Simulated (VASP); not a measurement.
# BN (P6_3mc) in VASP: further runs

BN is run at these levels: PBE; tasks: single point, relaxation of cell and atoms.

Program: VASP 6.6.1. These are calculated values, not measurements. Logs are shortened: lines on timing, memory, paths and dates and some standing lists are left out, and cuts for length are marked.

## (1) The cell of the first run

The structure is hexagonal, space group P6_3mc (No. 186). The conventional cell has a = 2.554 Å, b = 2.554 Å, c = 4.224 Å, α = 90.00°, β = 90.00°, γ = 120.00°. Within 2.1 Å of B (site symmetry 3m) lie 4 N at 1.57 to 1.58 Å. N (site symmetry 3m) has 4 B at 1.57 to 1.58 Å within 2.1 Å.

## (2) Single point, PBE

INCAR reads:

```
SYSTEM = BN
PREC = Accurate ; ENCUT = 520
EDIFF = 1E-6 ; ISMEAR = 0
SIGMA = 0.02 ; LREAL = .FALSE.
LASPH = .TRUE. ; NELM = 60
ALGO = Normal ; ISIF = 2
LWAVE = .FALSE. ; LCHARG = .TRUE.
GGA = PE ; LELF = .TRUE.
LVHAR = .TRUE. ; NBANDS = 16
```

KPOINTS reads:

```
regular mesh
0
G
  12 12 6
  0 0 0
```

POSCAR reads:

```
BN
1.0
    2.5540911708      0.0000000000      0.0000000000
   -1.2770455854      2.2119078375      0.0000000000
    0.0000000000      0.0000000000      4.2240394007
B N
2 2
Direct
    0.6666666667      0.3333333333      0.9998279353
    0.3333333333      0.6666666667      0.4998279353
    0.6666666667      0.3333333333      0.6251720647
    0.3333333333      0.6666666667      0.1251720647
```

Potentials or basis: VASP PAW PBE potentials, release 64 (B, N).

The run is started by

```console
> cat potpaw_PBE.64/B/POTCAR potpaw_PBE.64/N/POTCAR > POTCAR
> mpirun -np 1 vasp_std > vasp.out
```

OUTCAR:

```text
SYSTEM = BN
   PREC = Accurate
   ENCUT = 520
   EDIFF = 1E-6
   ISMEAR = 0
   LREAL = .FALSE.
   LASPH = .TRUE.
   NELM = 60
   ISIF = 2
   GGA = PE

 ion  position               nearest neighbor table
   1  0.667  0.333  1.000-   4 1.57   4 1.57   4 1.57   3 1.58
   2  0.333  0.667  0.500-   3 1.57   3 1.57   3 1.57   4 1.58
   3  0.667  0.333  0.625-   2 1.57   2 1.57   2 1.57   1 1.58
   4  0.333  0.667  0.125-   1 1.57   1 1.57   1 1.57   2 1.58

  LATTYP: Found a hexagonal cell.
 ALAT       =     2.5540911708
 C/A-ratio  =     1.6538326623

  Lattice vectors:

 A1 = (   2.5540911708,   0.0000000000,   0.0000000000)
 A2 = (  -1.2770455854,   2.2119078375,   0.0000000000)
 A3 = (   0.0000000000,   0.0000000000,   4.2240394007)

Analysis of symmetry for initial positions (statically):
=====================================================================
 Subroutine PRICEL returns:
 Original cell was already a primitive cell.

 Routine SETGRP: Setting up the symmetry group for a
 hexagonal supercell.

 Subroutine GETGRP returns: Found 12 space group operations
 (whereof  6 operations were pure point group operations)
 out of a pool of 24 trial point group operations.

The static configuration has the point symmetry C_3v.
 The point group associated with its full space group is C_6v.

Analysis of symmetry for dynamics (positions and initial velocities):
=====================================================================
 Subroutine PRICEL returns:
 Original cell was already a primitive cell.

 Routine SETGRP: Setting up the symmetry group for a
 hexagonal supercell.

 Subroutine GETGRP returns: Found 12 space group operations
 (whereof  6 operations were pure point group operations)
 out of a pool of 24 trial point group operations.

The dynamic configuration has the point symmetry C_3v.
 The point group associated with its full space group is C_6v.

 Subroutine INISYM returns: Found 12 space group operations
 (whereof  6 operations are pure point group operations),
 and found     1 'primitive' translations

----------------------------------------------------------------------------------------

                                     Primitive cell

  volume of cell :      23.8633

  direct lattice vectors                    reciprocal lattice vectors
     2.554091171  0.000000000  0.000000000     0.391528702  0.226049201  0.000000000
    -1.277045585  2.211907838  0.000000000     0.000000000  0.452098403  0.000000000
     0.000000000  0.000000000  4.224039401     0.000000000  0.000000000  0.236740216

  length of vectors
     2.554091171  2.554091171  4.224039401     0.452098403  0.452098403  0.236740216

  position of ions in fractional coordinates (direct lattice)
     0.666666667  0.333333333  0.999827935
     0.333333333  0.666666667  0.499827935
     0.666666667  0.333333333  0.625172065
     0.333333333  0.666666667  0.125172065

  ion indices of the primitive-cell ions
   primitive index   ion index
                 1           1
                 2           2
                 3           3
                 4           4

----------------------------------------------------------------------------------------

 KPOINTS: regular mesh

Automatic generation of k-mesh.
 Grid dimensions read from file:
 generate k-points for:   12   12    6

 Generating k-lattice:

  Cartesian coordinates                     Fractional coordinates (reciprocal lattice)
     0.032627392  0.018837433  0.000000000     0.083333333  0.000000000  0.000000000
     0.000000000  0.037674867  0.000000000     0.000000000  0.083333333  0.000000000
     0.000000000  0.000000000  0.039456703     0.000000000  0.000000000  0.166666667

  Length of vectors
     0.037674867  0.037674867  0.039456703

  Shift w.r.t. Gamma in fractional coordinates (k-lattice)
     0.000000000  0.000000000  0.000000000

 Subroutine IBZKPT returns following result:
 ===========================================

 Found     76 irreducible k-points:

 Following reciprocal coordinates:
            Coordinates               Weight
  0.000000  0.000000  0.000000      1.000000
  0.083333  0.000000  0.000000      6.000000
  0.166667  0.000000  0.000000      6.000000
  0.250000  0.000000  0.000000      6.000000
  0.333333  0.000000  0.000000      6.000000
  0.416667  0.000000  0.000000      6.000000
[... 16 lines left out ...]
  0.250000  0.000000  0.166667     12.000000
  0.333333  0.000000  0.166667     12.000000
 [... further k-points ...]
   k-points           NKPTS =     76   k-points in BZ     NKDIM =     76   number of bands    NBANDS=     16
   number of dos      NEDOS =    301   number of ions     NIONS =      4
   total plane-waves  NPLWV =  12800
   dimension x,y,z NGX =    20 NGY =   20 NGZ =   32
   dimension x,y,z NGXF=    40 NGYF=   40 NGZF=   64
   ions per type =               2   2
   NGX,Y,Z   is equivalent  to a cutoff of  13.02, 13.02, 12.59 a.u.
   NGXF,Y,Z  is equivalent  to a cutoff of  26.04, 26.04, 25.19 a.u.
 SYSTEM =  BN
   PREC   = accura    normal or accurate (medium, high low for compatibility)
   ISTART =      0    job   : 0-new  1-cont  2-samecut
   ICHARG =      2    charge: 1-file 2-atom 10-const
   ISPIN  =      1    spin polarized calculation?
   LNONCOLLINEAR =      F non collinear calculations
   LSORBIT =      F    spin-orbit coupling
   LASPH  =      T    aspherical Exc in radial PAW
   ENCUT  =  520.0 eV  38.22 Ry    6.18 a.u.   4.75  4.75  7.85*2*pi/ulx,y,z
   NELM   =     60;   NELMIN=  2; NELMDL= -5     # of ELM steps
   EDIFF  = 0.1E-05   stopping-criterion for ELM
   LREAL  =      F    real-space projection
   EDIFFG = 0.1E-04   stopping-criterion for IOM
   NSW    =      0    number of steps for IOM
   IBRION =     -1    ionic relax: 0-MD 1-quasi-New 2-CG
   NFREE  =      0    steps in history (QN), initial steepest desc. (CG)
   ISIF   =      2    stress and relaxation
   ISYM   =      2    0-nonsym 1-usesym 2-fastsym
   POTIM  = 0.5000    time-step for ionic-motion
   TEBEG  =    0.0;   TEEND  =   0.0 temperature during run
   PSTRESS=    0.0 pullay stress
   NELECT =      16.0000    total number of electrons
   NUPDOWN=      -1.0000    fix difference up-down
   EMIN   =  10.00;   EMAX   =-10.00  energy-range for DOS
   EFERMI =   0.00;   METHOD = LEGACY
   ISMEAR =     0;   SIGMA  =   0.02  broadening in eV -4-tet -1-fermi 0-gaus
   EFERMI_NEDOS =   21; number of points for ismear=-14 and -15
   IALGO  =     38    algorithm
   IMIX   =      4    mixing-type and parameters
     AMIX     =   0.40;   BMIX     =  1.00
     AMIX_MAG =   1.60;   BMIX_MAG =  1.00
  volume/ion in A,a.u.               =       5.97        40.26
  Fermi-wavevector in a.u.,A,eV,Ry     =   1.432862  2.707717 27.934033  2.053093
  Thomas-Fermi vector in A             =   2.552443
   LORBIT       =      0    0 simple, 1 ext, 2 COOP (PROOUT), +10 PAW based schemes
   GGA     = PE    functional components
   LHFCALC =     F    Hartree Fock is set to
   AEXX    =    0.0000 exact exchange contribution
   IVDW    =     0    specifies the selected vdW correction
   LEPSILON=     F    determine dielectric tensor
   LRPA    =     F    only Hartree local field effects (RPA)
 non-spin polarized calculation
 Gauss-broadening in eV      SIGMA  =   0.02
  energy-cutoff  :      520.00
  volume of cell :       23.86
 maximum number of plane-waves:       660
 NGX is ok and might be reduce to    20
   NGX =  9   NGY =  9   NGZ = 15

 number of electron      16.0000000 magnetization

 Free energy of the ion-electron system (eV)
  ---------------------------------------------------
  ext. energy  EPLUGINS =         0.00000000
  ---------------------------------------------------
  free energy    TOTEN  =       -34.83269009 eV

  energy without entropy =      -34.83269009  energy(sigma->0) =      -34.83269009

 E-fermi :   7.5330     XC(G=0): -12.7637

 val. band max:        7.4338999574   @ k =   0.0000   0.0000   0.0000
 cond. band min:      12.6461462090   @ k =   0.3333   0.3333   0.0000
 fundamental gap:      5.2122462516
 Fermi energy:         7.5329639158

 k-point     1 :       0.0000    0.0000    0.0000
  band No.  band energies     occupation
      1     -12.8565      2.00000
      2      -8.7473      2.00000
      3      -3.3886      2.00000
      4       5.3309      2.00000
      5       5.3309      2.00000
      6       7.1740      2.00000
[... 8 lines left out ...]
     15      19.2623      0.00000
     16      23.5284      0.00000

 k-point     2 :       0.0833    0.0000    0.0000
  band No.  band energies     occupation
      1     -12.7065      2.00000
      2      -8.6326      2.00000
      3      -3.2397      2.00000
      4       4.6426      2.00000
      5       5.0513      2.00000
      6       6.8609      2.00000
[... 8 lines left out ...]
     15      19.6979      0.00000
     16      23.3054      0.00000

 k-point     3 :       0.1667    0.0000    0.0000
  band No.  band energies     occupation
      1     -12.2614      2.00000
      2      -8.3044      2.00000
      3      -2.7991      2.00000
      4       2.9896      2.00000
      5       4.3946      2.00000
      6       5.4538      2.00000
[... 8 lines left out ...]
     15      20.8318      0.00000
     16      22.6640      0.00000

 k-point     4 :       0.2500    0.0000    0.0000
  band No.  band energies     occupation
      1     -11.5386      2.00000
      2      -7.8250      2.00000
      3      -2.0876      2.00000
      4       1.0337      2.00000
      5       3.6590      2.00000
      6       3.6969      2.00000
[... 8 lines left out ...]
     15      22.2982      0.00000
     16      22.7331      0.00000
[... 324 lines left out ...]
 k-point    22 :       0.1667    0.0000    0.1667
  band No.  band energies     occupation
      1     -12.0996      2.00000
      2      -8.8240      2.00000
      3      -2.0172      2.00000
      4       3.1335      2.00000
      5       4.5249      2.00000
      6       5.0165      2.00000
[... 8 lines left out ...]
     15      20.5206      0.00000
     16      22.6297      0.00000

 k-point    23 :       0.2500    0.0000    0.1667
  band No.  band energies     occupation
      1     -11.3819      2.00000
      2      -8.2863      2.00000
      3      -1.4519      2.00000
      4       1.2520      2.00000
      5       3.2664      2.00000
      6       3.7966      2.00000
[... 8 lines left out ...]
     15      21.9668      0.00000
     16      22.8033      0.00000

 k-point    24 :       0.3333    0.0000    0.1667
  band No.  band energies     occupation
      1     -10.4335      2.00000
      2      -7.7103      2.00000
      3      -1.3098      2.00000
      4       0.1295      2.00000
      5       1.5008      2.00000
      6       3.1818      2.00000
[... 8 lines left out ...]
     15      23.3373      0.00000
     16      23.5873      0.00000

 [... further k-points ...]
[... 5 lines left out ...]
  --------------------------------------------------------------------------------------
  -------------------------------------------------------------------------------------
  Total        0.0660655      0.0660655      0.0518545      0.0000000      0.0000000      0.0000000
  in kB        4.4356131      4.4356131      3.4814925      0.0000000      0.0000000      0.0000000
  external PRESSURE =       4.1175729 kB  Pullay stress =       0.0000000 kB

 VOLUME and BASIS-vectors are now :
 -----------------------------------------------------------------------------
  energy-cutoff  :      520.00
  volume of cell :       23.86
      direct lattice vectors                 reciprocal lattice vectors
     2.554091171  0.000000000  0.000000000     0.391528702  0.226049201  0.000000000
    -1.277045585  2.211907838  0.000000000     0.000000000  0.452098403  0.000000000
     0.000000000  0.000000000  4.224039401     0.000000000  0.000000000  0.236740216

 POSITION                                       TOTAL-FORCE (eV/Angst)
 -----------------------------------------------------------------------------------
      1.27705      0.73730      4.22331         0.000000     -0.000000     -0.005827
     -0.00000      1.47461      2.11129        -0.000000     -0.000000     -0.005827
      1.27705      0.73730      2.64075         0.000000     -0.000000      0.005827
     -0.00000      1.47461      0.52873        -0.000000      0.000000      0.005827
 -----------------------------------------------------------------------------------
    total drift:                                0.000000      0.000000      0.000385

  FREE ENERGIE OF THE ION-ELECTRON SYSTEM (eV)
  ---------------------------------------------------
  free  energy   TOTEN  =       -34.8326900922 eV

  energy  without entropy=      -34.8326900922  energy(sigma->0) =      -34.83269009
```

Run time: 26 s. Hardware: 1 thread of AMD EPYC 7R43 (Zen 3), shared host; peak memory 0.11 GiB.

What came out:

* Free energy: -34.8327 eV
* Pressure: 0.4 GPa
* Largest force: 0.006 eV/Å
* Band gap on the k mesh: 5.21 eV, indirect (least direct gap 8.24 eV)

Forces on the atoms (eV/Å):
```
B    0.000  0.000 -0.006
B    0.000  0.000 -0.006
N    0.000  0.000  0.006
N    0.000  0.000  0.006
```

Levels at points of the mesh, in eV from the valence-band top:
| k point | band 4 | band 5 | band 6 | band 7 | band 8 | band 9 | band 10 | band 11 | band 12 | band 13 |
| --- | --- | --- | --- | --- | --- | --- | --- | --- | --- | --- |
| (0.00, 0.00, 0.00) | -2.10 | -2.10 | -0.26 | 0.00 | 0.00 | 8.34 | 8.34 | 8.55 | 9.41 | 10.64 |
| (0.50, 0.00, 0.00) | -7.74 | -6.85 | -4.94 | -4.36 | -2.09 | 6.68 | 7.94 | 10.56 | 11.40 | 12.81 |
| (0.00, 0.00, 0.50) | -5.67 | -1.16 | -1.16 | -1.16 | -1.16 | 9.41 | 9.41 | 9.88 | 9.88 | 9.88 |
| (0.50, 0.00, 0.50) | -9.94 | -3.73 | -3.73 | -3.53 | -3.53 | 6.56 | 6.56 | 9.98 | 9.98 | 14.19 |

A k mesh can miss the band edges.

## (3) Relaxation of cell and atoms, PBE

INCAR reads:

```
PREC = Accurate ; ENCUT = 600
EDIFF = 1E-7 ; ISMEAR = 0
SIGMA = 0.02 ; LREAL = F
LASPH = T ; NELM = 60
ALGO = Normal ; ISIF = 3
LWAVE = F ; LCHARG = F
GGA = PE ; IBRION = 2
NSW = 100 ; EDIFFG = -0.005
```

KPOINTS reads:

```
Automatic mesh
0
Gamma
  12 12 6
```

POSCAR reads:

```
BN
1.0
    2.5539396017      0.0000000000      0.0000000000
   -1.2769698009      2.2117765748      0.0000000000
    0.0000000000      0.0000000000      4.2268550000
B N
2 2
Direct
    0.6666666700      0.3333333300      0.9997240000
    0.3333333300      0.6666666700      0.4997240000
    0.6666666700      0.3333333300      0.6252760000
    0.3333333300      0.6666666700      0.1252760000
```

Potentials or basis: VASP PAW PBE potentials, release 64 (B, N).

The run is started by

```console
> cat potpaw_PBE.64/B/POTCAR potpaw_PBE.64/N/POTCAR > POTCAR
> mpirun -np 1 vasp_std > vasp.out
```

It took 53 s on 1 thread of AMD EPYC 7R43 (Zen 3), shared host; peak memory 0.11 GiB.

The run converged. Its results:

```
Free energy                            : -34.8399 eV
Relaxed volume                         : 5.97 Å³/atom
Relaxed cell                           : a = 2.554 Å, b = 2.554 Å, c = 4.224 Å, α = 90.00°, β = 90.00°, γ = 120.00°
Space group after relaxing (to 0.05 Å) : P6_3mc (No. 186)
Energy gained by relaxing              : 0.0 meV/atom
Ionic steps                            : 3
Pressure after relaxing                : 0.0 GPa
Band gap on the k mesh                 : 5.21 eV, indirect (least direct gap 8.24 eV)
```

Forces in eV/Å, atoms in the order of the input:
```
B    0.000  0.000 -0.003
B    0.000  0.000 -0.003
N    0.000  0.000  0.003
N    0.000  0.000  0.003
```

Final structure:
```cif
data_structure
_symmetry_space_group_name_H-M 'P 1'
_symmetry_Int_Tables_number 1
_cell_length_a 2.5544
_cell_length_b 2.5544
_cell_length_c 4.2244
_cell_angle_alpha 90.000
_cell_angle_beta 90.000
_cell_angle_gamma 120.000
_cell_volume 23.87
loop_
_atom_site_label
_atom_site_type_symbol
_atom_site_fract_x
_atom_site_fract_y
_atom_site_fract_z
_atom_site_occupancy
B1 B 0.66667 0.33333 0.99981 1
B2 B 0.33333 0.66667 0.49981 1
N1 N 0.66667 0.33333 0.62519 1
N2 N 0.33333 0.66667 0.12519 1
```

Levels at points of the mesh, in eV from the valence-band top:
```tsv
k point	band 6	band 7	band 8	band 9	band 10	band 11
(0.00, 0.00, 0.00)	-0.26	0.00	0.00	8.33	8.33	8.55
(0.50, 0.00, 0.00)	-4.93	-4.36	-2.09	6.68	7.94	10.56
(0.00, 0.00, 0.50)	-1.16	-1.16	-1.16	9.40	9.40	9.88
(0.50, 0.00, 0.50)	-3.73	-3.53	-3.53	6.56	6.56	9.97
```

A k mesh can miss the band edges. As with any semilocal functional, this PBE gap is likely too small.
